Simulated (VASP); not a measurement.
# Pt (Fm-3m) in VASP: a series of runs, part 3 of 3

VASP 6.6.1.

### 5 Single point, PBEsol

This run uses another cell than the first one, of 15.04 Å³/atom.

INCAR

```
SYSTEM = Pt
PREC = Accurate
ENCUT = 520
EDIFF = 1E-6
ISMEAR = 0
SIGMA = 0.1
LREAL = .False.
LASPH = .True.
NELM = 80
ALGO = Fast
ISIF = 2
LWAVE = .False.
LCHARG = .False.
GGA = PS
NBANDS = 17
```

KPOINTS

```
regular mesh
0
Gamma
  18 18 14
  0 0 0
```

POSCAR

```
Pt
1.0
    1.9590303455      1.9590303455      0.0000000000
   -1.9590303455      1.9590303455      0.0000000000
    0.0000000000      0.0000000000      3.9180606910
Pt
2
Direct
    0.0000000000      0.0000000000      0.0000000000
    0.5000000000      0.5000000000      0.5000000000
```

Potentials or basis: VASP PAW PBE potentials, release 64 (Pt).

Launch:

```
$ cat potpaw_PBE.64/Pt/POTCAR > POTCAR
$ mpirun -np 1 vasp_std > vasp.out
```

OUTCAR:

```text
SYSTEM = Pt
   PREC = Accurate
   ENCUT = 520
   EDIFF = 1E-6
   ISMEAR = 0
   LREAL = .False.
   LASPH = .True.
   NELM = 80
   ISIF = 2
   GGA = PS

 ion  position               nearest neighbor table
   1  0.000  0.000  0.000-   2 2.77   2 2.77   2 2.77   2 2.77   2 2.77   2 2.77   2 2.77   2 2.77

   2  0.500  0.500  0.500-   1 2.77   1 2.77   1 2.77   1 2.77   1 2.77   1 2.77   1 2.77   1 2.77

  LATTYP: Found a simple tetragonal cell.
 ALAT       =     2.7704872837
 C/A-ratio  =     1.4142135624

  Lattice vectors:

 A1 = (   1.9590303455,   1.9590303455,   0.0000000000)
 A2 = (  -1.9590303455,   1.9590303455,   0.0000000000)
 A3 = (   0.0000000000,   0.0000000000,   3.9180606910)

Analysis of symmetry for initial positions (statically):
=====================================================================
 Subroutine PRICEL returns following result:

  LATTYP: Found a face centered cubic cell.
 ALAT       =     3.9180606910

  Lattice vectors:

 A1 = (   0.0000000000,  -1.9590303455,  -1.9590303455)
 A2 = (   1.9590303455,   0.0000000000,  -1.9590303455)
 A3 = (   1.9590303455,  -1.9590303455,  -0.0000000000)

   2 primitive cells build up your supercell.

 Routine SETGRP: Setting up the symmetry group for a
 simple tetragonal supercell.

 Subroutine GETGRP returns: Found 16 space group operations
 (whereof 16 operations were pure point group operations)
 out of a pool of 16 trial point group operations.

The static configuration has the point symmetry D_4h.

Analysis of symmetry for dynamics (positions and initial velocities):
=====================================================================
 Subroutine PRICEL returns following result:

  LATTYP: Found a face centered cubic cell.
 ALAT       =     3.9180606910

  Lattice vectors:

[... 120 lines left out ...]
   TEBEG  =    0.0;   TEEND  =   0.0 temperature during run
   PSTRESS=    0.0 pullay stress
   NELECT =      20.0000    total number of electrons
   NUPDOWN=      -1.0000    fix difference up-down
   EMIN   =  10.00;   EMAX   =-10.00  energy-range for DOS
   EFERMI =   0.00;   METHOD = LEGACY
   ISMEAR =     0;   SIGMA  =   0.10  broadening in eV -4-tet -1-fermi 0-gaus
   EFERMI_NEDOS =   21; number of points for ismear=-14 and -15
   IALGO  =     68    algorithm
   IMIX   =      4    mixing-type and parameters
     AMIX     =   0.40;   BMIX     =  1.00
     AMIX_MAG =   1.60;   BMIX_MAG =  1.00
  volume/ion in A,a.u.               =      15.04       101.47
  Fermi-wavevector in a.u.,A,eV,Ry     =   1.428972  2.700365 27.782559  2.041961
  Thomas-Fermi vector in A             =   2.548976
   LORBIT       =      0    0 simple, 1 ext, 2 COOP (PROOUT), +10 PAW based schemes
   GGA     = PS    functional components
   LHFCALC =     F    Hartree Fock is set to
   AEXX    =    0.0000 exact exchange contribution
   IVDW    =     0    specifies the selected vdW correction
   LEPSILON=     F    determine dielectric tensor
   LRPA    =     F    only Hartree local field effects (RPA)
 non-spin polarized calculation
 RMM-DIIS sequential band-by-band and
 Gauss-broadening in eV      SIGMA  =   0.10
  energy-cutoff  :      520.00
  volume of cell :       30.07
 maximum number of plane-waves:       830
 NGX is ok and might be reduce to    24
   NGX = 11   NGY = 11   NGZ = 15

 number of electron      19.9999998 magnetization

 Free energy of the ion-electron system (eV)
  ---------------------------------------------------
  ext. energy  EPLUGINS =         0.00000000
  ---------------------------------------------------
  free energy    TOTEN  =       -13.93554552 eV

  energy without entropy =      -13.91586421  energy(sigma->0) =      -13.92570487

 E-fermi :  11.1518     XC(G=0): -13.6457

 val. band max:       11.1492288947   @ k =   0.0000   0.0000   0.0714
 cond. band min:      11.1578478383   @ k =   0.3333   0.1667   0.0000
 fundamental gap:      0.0086189437
 Fermi energy:        11.1517743000

 k-point     1 :       0.0000    0.0000    0.0000
  band No.  band energies     occupation
      1       0.8236      2.00000
      2       4.0114      2.00000
      3       4.4735      2.00000
      4       7.3285      2.00000
      5       7.3285      2.00000
      6       7.3286      2.00000
[... 457 lines left out ...]
      4       6.1404      2.00000
      5       6.9718      2.00000
      6       7.5491      2.00000
[... 9 lines left out ...]
     16      25.8859      0.00000
     17      27.7101      0.00000

 [... further k-points ...]
[... 5 lines left out ...]
  --------------------------------------------------------------------------------------
  -------------------------------------------------------------------------------------
  Total       -0.0752480     -0.0752480     -0.0875717      0.0000000      0.0000000      0.0000000
  in kB       -4.0088723     -4.0088723     -4.6654189      0.0000000      0.0000000      0.0000000
  external PRESSURE =      -4.2277212 kB  Pullay stress =       0.0000000 kB

 VOLUME and BASIS-vectors are now :
 -----------------------------------------------------------------------------
  energy-cutoff  :      520.00
  volume of cell :       30.07
      direct lattice vectors                 reciprocal lattice vectors
     1.959030345  1.959030345  0.000000000     0.255228308  0.255228308  0.000000000
    -1.959030345  1.959030345  0.000000000    -0.255228308  0.255228308  0.000000000
     0.000000000  0.000000000  3.918060691     0.000000000  0.000000000  0.255228308

 POSITION                                       TOTAL-FORCE (eV/Angst)
 -----------------------------------------------------------------------------------
      0.00000      0.00000      0.00000        -0.000000      0.000000     -0.000000
      0.00000      1.95903      1.95903         0.000000     -0.000000      0.000000
 -----------------------------------------------------------------------------------
    total drift:                               -0.000000      0.000000     -0.000000

  FREE ENERGIE OF THE ION-ELECTRON SYSTEM (eV)
  ---------------------------------------------------
  free  energy   TOTEN  =       -13.9355455203 eV

  energy  without entropy=      -13.9158642149  energy(sigma->0) =      -13.92570487
```

stdout:

```text
POSCAR found type information on POSCAR Pt
 POSCAR found :  1 types and       2 ions
 scaLAPACK will be used
 -----------------------------------------------------------------------------
|                                                                             |
|                                                                             |
|     You enforced a specific xc type in the INCAR file but a different       |
|     I HOPE YOU KNOW WHAT YOU ARE DOING!                                     |
|                                                                             |
 -----------------------------------------------------------------------------

 LDA part: xc-table for (Slater+PW92), standard interpolation
 POSCAR, INCAR and KPOINTS ok, starting setup
 FFT: planning ... GRIDC
 FFT: planning ... GRID_SOFT
 FFT: planning ... GRID
 WAVECAR not read
 entering main loop
```

Run time: 5 min. Hardware: 1 thread of Intel Xeon 8259CL, shared host; peak memory 0.3 GiB.

What came out:

- Free energy: -13.9355 eV
- Pressure: -0.4 GPa
- Band gap on the k mesh: zero (bands 10 and 11 overlap by 1.70 eV)

Levels at points of the mesh, in eV from the Fermi level:
| k point | band 8 | band 9 | band 10 | band 11 | band 12 | band 13 |
| --- | --- | --- | --- | --- | --- | --- |
| (0.00, 0.00, 0.00) | -1.63 | 0.02 | 0.50 | 0.50 | 1.70 | 8.86 |
| (0.50, 0.00, 0.00) | -2.58 | -1.75 | -1.75 | 1.86 | 1.86 | 10.72 |
| (0.50, 0.50, 0.00) | 0.50 | 0.50 | 0.50 | 1.70 | 1.70 | 8.86 |
| (0.00, 0.00, 0.50) | -2.16 | -2.16 | -2.16 | -0.86 | -0.86 | 17.14 |
| (0.50, 0.00, 0.50) | -0.56 | 0.05 | 0.05 | 0.05 | 0.05 | 5.82 |
| (0.50, 0.50, 0.50) | -2.02 | 0.50 | 0.50 | 7.08 | 7.08 | 8.25 |

Caveat: the PAW data sets were made with another functional, which shifts forces and pressure a little; spin-orbit coupling is left out, which moves the levels of the heavy elements.

### 6 Overview

| cell | further INCAR settings | gap on the mesh (eV) | pressure (GPa) |
| --- | --- | --- | --- |
| a = 2.687, b = 2.687, c = 3.801 Å, 2 atoms | ALGO = Fast; EDIFF = 1e-06; NBANDS = 17 | none | 33.1 |
| a = 2.715, b = 2.715, c = 3.840 Å, 2 atoms | ALGO = Fast; EDIFF = 1e-06; NBANDS = 17 | none | 20.0 |
| a = 2.743, b = 2.743, c = 3.879 Å, 2 atoms | ALGO = Fast; EDIFF = 1e-07; NBANDS = 17 | none | 8.9 |
| a = 2.770, b = 2.770, c = 3.918 Å, 2 atoms | ALGO = Fast; EDIFF = 1e-06; NBANDS = 17 | none | -0.4 |

Alike in all rows: task single point; level PBEsol; potentials or basis VASP PAW PBE potentials, release 64 (Pt); no spin polarisation; k mesh 18 × 18 × 14; cutoff (eV) 520; smearing gaussian 0.1 eV.

Caveats: the PAW data sets were made with another functional, which shifts forces and pressure a little; spin-orbit coupling is left out, which moves the levels of the heavy elements; the cell stands under pressure (at least some runs).

Absolute energies hang on the potentials; compare differences alone.
